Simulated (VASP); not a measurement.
# Ag (I4/mmm) in VASP: further runs

Ag is run at these levels: r2SCAN; tasks: single point.

All numbers are computed with VASP 6.6.1; they aren't measurements. Logs are shortened: lines on timing, memory, paths and dates and some standing lists are left out, and cuts for length are marked.

## Step 1: The cell of the first run

It takes space group I4/mmm (No. 139, tetragonal). The conventional cell has a = 2.889 Å, b = 2.889 Å, c = 4.004 Å, α = 90.00°, β = 90.00°, γ = 90.00°. Ag (site symmetry 4/mmm) has 12 Ag at 2.86 to 2.89 Å within 3.8 Å.

## Step 2: Single point, r2SCAN (strain -0.0200 x Voigt [0, 1, 0, 0, 0, 0])

Contents of POSCAR:

```
Ag
1.0
    0.0000000000      2.0022380000      2.0431000000
    2.0431000000      0.0000000000      2.0431000000
    2.0431000000      2.0022380000      0.0000000000
Ag
1
Direct
    0.0000000000      0.0000000000      0.0000000000
```

Contents of INCAR.step1:

```
SYSTEM = Ag
PREC = Accurate ; ENCUT = 520
ISMEAR = 0 ; SIGMA = 0.15
LREAL = .False. ; LASPH = .True.
NELM = 100 ; NBANDS = 12
GGA = PE ; ALGO = Normal
EDIFF = 1E-4 ; LWAVE = .True.
LCHARG = .False.
```

Contents of INCAR.step2:

```
SYSTEM = Ag
PREC = Accurate ; ENCUT = 520
EDIFF = 1E-7 ; ISMEAR = 0
SIGMA = 0.15 ; LREAL = .False.
LASPH = .True. ; NELM = 100
ALGO = Normal ; ISIF = 2
LWAVE = .False. ; LCHARG = .True.
METAGGA = R2SCAN ; LMIXTAU = .True.
LELF = .True. ; LVHAR = .True.
NBANDS = 12 ; ISTART = 1
```

Contents of KPOINTS:

```
regular mesh
0
Gamma
  20 20 20
  0 0 0
```

Potentials or basis: VASP PAW PBE potentials, release 64 (Ag).

Run with:

```console
> cat potpaw_PBE.64/Ag/POTCAR > POTCAR
> cp INCAR.step1 INCAR
> mpirun -np 1 vasp_std > vasp.out
> cp INCAR.step2 INCAR
> mpirun -np 1 vasp_std > vasp.out
```

OUTCAR:

```text
SYSTEM = Ag
   PREC = Accurate
   ENCUT = 520
   EDIFF = 1E-7
   ISMEAR = 0
   LREAL = .False.
   LASPH = .True.
   NELM = 100
   ISIF = 2
   METAGGA = R2SCAN
   ISTART = 1

 ion  position               nearest neighbor table
   1  0.000  0.000  0.000-

  LATTYP: Found a body centered tetragonal cell.
 ALAT       =     2.8893797293
 C/A-ratio  =     1.3859292911

  Lattice vectors:

 A1 = (   0.0000000000,  -2.0022380000,   2.0431000000)
 A2 = (   0.0000000000,  -2.0022380000,  -2.0431000000)
 A3 = (   2.0431000000,   2.0022380000,   0.0000000000)

Analysis of symmetry for initial positions (statically):
=====================================================================
 Subroutine PRICEL returns:
 Original cell was already a primitive cell.

 Routine SETGRP: Setting up the symmetry group for a
 body centered tetragonal supercell.

 Subroutine GETGRP returns: Found 16 space group operations
 (whereof 16 operations were pure point group operations)
 out of a pool of 16 trial point group operations.

The static configuration has the point symmetry D_4h.

Analysis of symmetry for dynamics (positions and initial velocities):
=====================================================================
 Subroutine PRICEL returns:
 Original cell was already a primitive cell.

 Routine SETGRP: Setting up the symmetry group for a
 body centered tetragonal supercell.

 Subroutine GETGRP returns: Found 16 space group operations
 (whereof 16 operations were pure point group operations)
 out of a pool of 16 trial point group operations.

The dynamic configuration has the point symmetry D_4h.

 Subroutine INISYM returns: Found 16 space group operations
 (whereof 16 operations are pure point group operations),
 and found     1 'primitive' translations

----------------------------------------------------------------------------------------

                                     Primitive cell

  volume of cell :      16.7157

  direct lattice vectors                    reciprocal lattice vectors
     0.000000000  2.002238000  2.043100000    -0.244726151  0.249720563  0.244726151
     2.043100000  0.000000000  2.043100000     0.244726151 -0.249720563  0.244726151
     2.043100000  2.002238000  0.000000000     0.244726151  0.249720563 -0.244726151

  length of vectors
     2.860631857  2.889379729  2.860631857     0.426781136  0.426781136  0.426781136

  position of ions in fractional coordinates (direct lattice)
     0.000000000  0.000000000  0.000000000

  ion indices of the primitive-cell ions
   primitive index   ion index
                 1           1

[... 82 lines left out ...]
   NELECT =      11.0000    total number of electrons
   NUPDOWN=      -1.0000    fix difference up-down
   EMIN   =  10.00;   EMAX   =-10.00  energy-range for DOS
   EFERMI =   0.00;   METHOD = LEGACY
   ISMEAR =     0;   SIGMA  =   0.15  broadening in eV -4-tet -1-fermi 0-gaus
   EFERMI_NEDOS =   21; number of points for ismear=-14 and -15
   IALGO  =     38    algorithm
   IMIX   =      4    mixing-type and parameters
     AMIX     =   0.40;   BMIX     =  1.00
     AMIX_MAG =   1.60;   BMIX_MAG =  1.00
  volume/ion in A,a.u.               =      16.72       112.80
  Fermi-wavevector in a.u.,A,eV,Ry     =   1.423959  2.690892 27.587969  2.027659
  Thomas-Fermi vector in A             =   2.544501
   LORBIT       =      0    0 simple, 1 ext, 2 COOP (PROOUT), +10 PAW based schemes
   METAGGA = R2SCAN    functional components
   LHFCALC =     F    Hartree Fock is set to
   AEXX    =    0.0000 exact exchange contribution
   IVDW    =     0    specifies the selected vdW correction
   LEPSILON=     F    determine dielectric tensor
   LRPA    =     F    only Hartree local field effects (RPA)
 non-spin polarized calculation
 Gauss-broadening in eV      SIGMA  =   0.15
  energy-cutoff  :      520.00
  volume of cell :       16.72
 maximum number of plane-waves:       471
 NGX is ok and might be reduce to    24
   NGX = 11   NGY = 11   NGZ = 11

 number of electron      11.0000001 magnetization

 Free energy of the ion-electron system (eV)
  ---------------------------------------------------
  ext. energy  EPLUGINS =         0.00000000
  ---------------------------------------------------
  free energy    TOTEN  =       -21.35343142 eV

  energy without entropy =      -21.35137610  energy(sigma->0) =      -21.35240376

 E-fermi :   8.7237     XC(G=0): -13.1079

 val. band max:        8.6746979794   @ k =   0.3000   0.5000   0.1000
 cond. band min:       8.7488001326   @ k =   0.5000   0.3000   0.1000
 fundamental gap:      0.0741021533
 Fermi energy:         8.7236902924

 k-point     1 :       0.0000    0.0000    0.0000
  band No.  band energies     occupation
      1       0.5951      2.00000
      2       3.4523      2.00000
      3       3.4523      2.00000
      4       3.5830      2.00000
      5       4.5085      2.00000
      6       4.6445      2.00000
      7      25.4171      0.00000
      8      29.1688      0.00000
      9      29.1688      0.00000
     10      29.4656      0.00000
     11      34.2708      0.00000
     12      35.2957      0.00000
[... 331 lines left out ...]
 k-point    24 :      -0.3500    0.0500   -0.0000
  band No.  band energies     occupation
      1       2.0123      2.00000
      2       3.4929      2.00000
      3       3.6441      2.00000
      4       4.9599      2.00000
      5       5.0497      2.00000
      6       6.2716      2.00000
      7      15.8885      0.00000
      8      24.9262      0.00000
      9      27.1578      0.00000
     10      29.0595      0.00000
     11      32.4064      0.00000
     12      32.9048      0.00000

 [... further k-points ...]

------------------------ aborting loop because EDIFF is reached ----------------------------------------

  FORCE on cell =-STRESS in cart. coord.  units (eV):
  Direction    XX          YY          ZZ          XY          YZ          ZX
  --------------------------------------------------------------------------------------
  -------------------------------------------------------------------------------------
  Total        0.3920280      0.4713848      0.3920280      0.0000000     -0.0000000      0.0000000
  in kB       37.5753240     45.1815590     37.5753240      0.0000000     -0.0000000      0.0000000
  external PRESSURE =      40.1107356 kB  Pullay stress =       0.0000000 kB

 VOLUME and BASIS-vectors are now :
 -----------------------------------------------------------------------------
  energy-cutoff  :      520.00
  volume of cell :       16.72
      direct lattice vectors                 reciprocal lattice vectors
     0.000000000  2.002238000  2.043100000    -0.244726151  0.249720563  0.244726151
     2.043100000  0.000000000  2.043100000     0.244726151 -0.249720563  0.244726151
     2.043100000  2.002238000  0.000000000     0.244726151  0.249720563 -0.244726151

 POSITION                                       TOTAL-FORCE (eV/Angst)
 -----------------------------------------------------------------------------------
      0.00000      0.00000      0.00000         0.000000      0.000000      0.000000
 -----------------------------------------------------------------------------------
    total drift:                               -0.000000      0.000000     -0.000000

  FREE ENERGIE OF THE ION-ELECTRON SYSTEM (eV)
  ---------------------------------------------------
  free  energy   TOTEN  =       -21.3534314172 eV

  energy  without entropy=      -21.3513761007  energy(sigma->0) =      -21.35240376
```

Wall time 5.2 min (1 thread of AMD EPYC 9R45 (Zen 5), shared host); peak memory 0.22 GiB.

What came out:

- Free energy: -21.3534 eV
- Pressure: 4.0 GPa
- Band gap on the k mesh: zero (an odd number of electrons rules out a gap without spin polarisation)

Stress tensor (GPa, compression positive):
```
3.76 0.00 0.00
0.00 4.52 0.00
0.00 0.00 3.76
```

Levels at points of the mesh, in eV from the Fermi level:
```tsv
k point	band 4	band 5	band 6	band 7	band 8	band 9
(0.00, 0.00, 0.00)	-5.14	-4.22	-4.08	16.69	20.45	20.45
(0.50, 0.00, 0.00)	-3.33	-3.27	-0.40	3.81	15.90	18.58
(0.50, 0.50, 0.00)	-3.13	-3.03	1.57	6.95	11.35	11.39
(0.50, 0.00, 0.50)	-3.07	-3.07	1.94	7.48	10.98	10.98
```

Caveat: the cell differs from its parent crystal (strain -0.0200 x Voigt [0, 1, 0, 0, 0, 0]); the cell stands under pressure; the PAW data sets were made with another functional, which shifts forces and pressure a little.

## Step 3: Single point, r2SCAN (strain +0.0050 x Voigt [0, 1, 0, 0, 0, 0])

Contents of POSCAR:

```
Ag
1.0
    0.0000000000      2.0533155000      2.0431000000
    2.0431000000      0.0000000000      2.0431000000
    2.0431000000      2.0533155000      0.0000000000
Ag
1
Direct
    0.0000000000      0.0000000000      0.0000000000
```

Contents of INCAR.step1:

```
SYSTEM = Ag
  PREC = Accurate
  ENCUT = 520
  ISMEAR = 0
  SIGMA = 0.15
  LREAL = .False.
  LASPH = .True.
  NELM = 60
  NBANDS = 12
  GGA = PE
  ALGO = Normal
  EDIFF = 1E-4
  LWAVE = .True.
  LCHARG = .False.
```

Contents of INCAR.step2:

```
SYSTEM = Ag
  PREC = Accurate
  ENCUT = 520
  EDIFF = 1E-7
  ISMEAR = 0
  SIGMA = 0.15
  LREAL = .False.
  LASPH = .True.
  NELM = 60
  ALGO = Normal
  ISIF = 2
  LWAVE = .False.
  LCHARG = .False.
  METAGGA = R2SCAN
  LMIXTAU = .True.
  NBANDS = 12
  ISTART = 1
```

KPOINTS is that of step 2.

Potentials or basis: VASP PAW PBE potentials, release 64 (Ag).

Run with:

```console
> cat potpaw_PBE.64/Ag/POTCAR > POTCAR
> cp INCAR.step1 INCAR
> mpirun -np 1 vasp_std > vasp.out
> cp INCAR.step2 INCAR
> mpirun -np 1 vasp_std > vasp.out
```

OUTCAR:

```text
SYSTEM = Ag
   PREC = Accurate
   ENCUT = 520
   EDIFF = 1E-7
   ISMEAR = 0
   LREAL = .False.
   LASPH = .True.
   NELM = 60
   ISIF = 2
   METAGGA = R2SCAN
   ISTART = 1

 ion  position               nearest neighbor table
   1  0.000  0.000  0.000-

  LATTYP: Found a body centered tetragonal cell.
 ALAT       =     2.8893797293
 C/A-ratio  =     1.4212846302

  Lattice vectors:

 A1 = (   0.0000000000,  -2.0533155000,   2.0431000000)
 A2 = (   0.0000000000,  -2.0533155000,  -2.0431000000)
[... 540 lines left out ...]
     12      32.1091      0.00000

 [... further k-points ...]

------------------------ aborting loop because EDIFF is reached ----------------------------------------

  FORCE on cell =-STRESS in cart. coord.  units (eV):
  Direction    XX          YY          ZZ          XY          YZ          ZX
  --------------------------------------------------------------------------------------
  -------------------------------------------------------------------------------------
  Total        0.1146122      0.0940615      0.1146122      0.0000000     -0.0000000      0.0000000
  in kB       10.7121430      8.7913916     10.7121430      0.0000000     -0.0000000      0.0000000
  external PRESSURE =      10.0718925 kB  Pullay stress =       0.0000000 kB

 VOLUME and BASIS-vectors are now :
 -----------------------------------------------------------------------------
  energy-cutoff  :      520.00
  volume of cell :       17.14
      direct lattice vectors                 reciprocal lattice vectors
     0.000000000  2.053315500  2.043100000    -0.244726151  0.243508608  0.244726151
     2.043100000  0.000000000  2.043100000     0.244726151 -0.243508608  0.244726151
     2.043100000  2.053315500  0.000000000     0.244726151  0.243508608 -0.244726151

 POSITION                                       TOTAL-FORCE (eV/Angst)
 -----------------------------------------------------------------------------------
      0.00000      0.00000      0.00000         0.000000      0.000000      0.000000
 -----------------------------------------------------------------------------------
    total drift:                                0.000000     -0.000000     -0.000000

  FREE ENERGIE OF THE ION-ELECTRON SYSTEM (eV)
  ---------------------------------------------------
  free  energy   TOTEN  =       -21.3606599264 eV

  energy  without entropy=      -21.3585300607  energy(sigma->0) =      -21.35959499
```

OUTCAR.step1:

```text
SYSTEM = Ag
   PREC = Accurate
   ENCUT = 520
   ISMEAR = 0
   LREAL = .False.
   LASPH = .True.
   NELM = 60
[... 578 lines left out ...]
 -----------------------------------------------------------------------------------
      0.00000      0.00000      0.00000        -0.000000     -0.000000      0.000000
 -----------------------------------------------------------------------------------
    total drift:                               -0.000000      0.000000     -0.000000

  FREE ENERGIE OF THE ION-ELECTRON SYSTEM (eV)
  ---------------------------------------------------
  free  energy   TOTEN  =        -2.7130674243 eV

  energy  without entropy=       -2.7108133070  energy(sigma->0) =       -2.71194037
```

It took 4.7 min on 1 thread of AMD EPYC 9R45 (Zen 5), shared host; peak memory 0.22 GiB.

Results:

| Item | Value |
| --- | --- |
| Free energy | -21.3607 eV |
| Pressure | 1.0 GPa |
| Band gap on the k mesh | zero (an odd number of electrons rules out a gap without spin polarisation) |

Stress tensor (GPa, compression positive):
```
1.07 0.00 0.00
0.00 0.88 0.00
0.00 0.00 1.07
```

Levels at points of the mesh, in eV from the Fermi level:
```
           k point  band 4  band 5  band 6  band 7  band 8  band 9
(0.00, 0.00, 0.00)   -5.12   -4.11   -4.08   16.63   20.28   20.35
(0.50, 0.00, 0.00)   -3.29   -3.28   -0.33    3.67   15.87   18.49
(0.50, 0.50, 0.00)   -3.08   -3.06    1.75    6.97   11.07   11.08
(0.50, 0.00, 0.50)   -3.07   -3.07    1.66    6.84   11.16   11.16
```

Caveat: the cell differs from its parent crystal (strain +0.0050 x Voigt [0, 1, 0, 0, 0, 0]); the PAW data sets were made with another functional, which shifts forces and pressure a little.

(Part 1 of 3 ends here.)

The gap in the log of VASP goes by the Fermi energy; the results here count the filled bands.